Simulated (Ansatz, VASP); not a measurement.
**Ti2NbB3 in VASP and in Ansatz**

Contents of INCAR:

```
  PREC = Accurate
  ENCUT = 600
  EDIFF = 1E-7
  ISMEAR = 0
  SIGMA = 0.1
  LREAL = F
  LASPH = T
  NELM = 60
  ALGO = Normal
  ISIF = 3
  LWAVE = F
  LCHARG = F
  GGA = PE
  IBRION = 2
  NSW = 100
  EDIFFG = -0.01
```

Contents of KPOINTS:

```
regular mesh
0
Gamma
  14 14 4
```

The input POSCAR:

```
Ti2NbB3
1.0
    2.6753759162      0.0000000000      0.0000000000
    0.0000000000      2.6753759162      0.0000000000
    0.0000000000      0.0000000000      9.7089169489
Ti Nb B
2 1 3
Direct
    0.5000000000      0.5000000000      0.7392275546
    0.5000000000      0.5000000000      0.2607724454
    0.0000000000      0.0000000000      0.0000000000
    0.0000000000      0.0000000000      0.5864584230
    0.0000000000      0.0000000000      0.4135415770
    0.5000000000      0.5000000000      0.5000000000
```

Input for Ansatz:

```yaml
crystal:
  lattice:
    - [2.6753759162, 0.0, 0.0]
    - [0.0, 2.6753759162, 0.0]
    - [0.0, 0.0, 9.7089169489]
  atoms:
    - { symbol: Ti, position: [0.5, 0.5, 0.7392275546] }
    - { symbol: Ti, position: [0.5, 0.5, 0.2607724454] }
    - { symbol: Nb, position: [0.0, 0.0, 0.0] }
    - { symbol: B, position: [0.0, 0.0, 0.586458423] }
    - { symbol: B, position: [0.0, 0.0, 0.413541577] }
    - { symbol: B, position: [0.5, 0.5, 0.5] }
basis:
  ecutwfc: 420
kpoints:
  mp_grid: { grid: [14, 14, 4] }
hamiltonian:
  xc: pbe
scf:
  occupations: { method: gaussian, width: 0.1 }
output:
  forces: true
  stress: true
  eigenvalues: true
  write_density: true
  write_potential: true
  elf: true
  volumetric_format: npy
relax:
  adjacent_minimum: "off"
  f_tol: 0.01
  max_steps: 80
  cell: { stress_tol: 0.05 }
```

Change from the starting cell: species swapped into the Er2Mg3Ru type (P4/mmm, No. 123).

Alike in both runs: task relaxation of cell and atoms; functional PBE; k mesh 14 × 14 × 4; occupations gaussian, width 0.1 eV; no spin polarisation.

|  | VASP | Ansatz |
| --- | --- | --- |
| version | VASP 6.6.1 | Ansatz 0.2.0 |
| potentials or method | VASP PAW PBE potentials, release 64 (Ti_sv, Nb_sv, B), cutoff 600 eV | scalar-relativistic, plane waves, PAW |
| valence electrons in the cell | 46 | 46 |

|  | VASP | Ansatz | Ansatz less VASP |
| --- | --- | --- | --- |
| gap on the k mesh at the Fermi level, each at its own relaxed structure (eV) | none | none | - |
| relaxed volume (Å³/atom) | 11.60 | 11.61 | +0.010 |
| relaxed cell length with the largest relative difference (Å) | 9.742 | 9.745 | +0.0037 |

A gap of «none» marks a metal or a gap that the smearing closes.
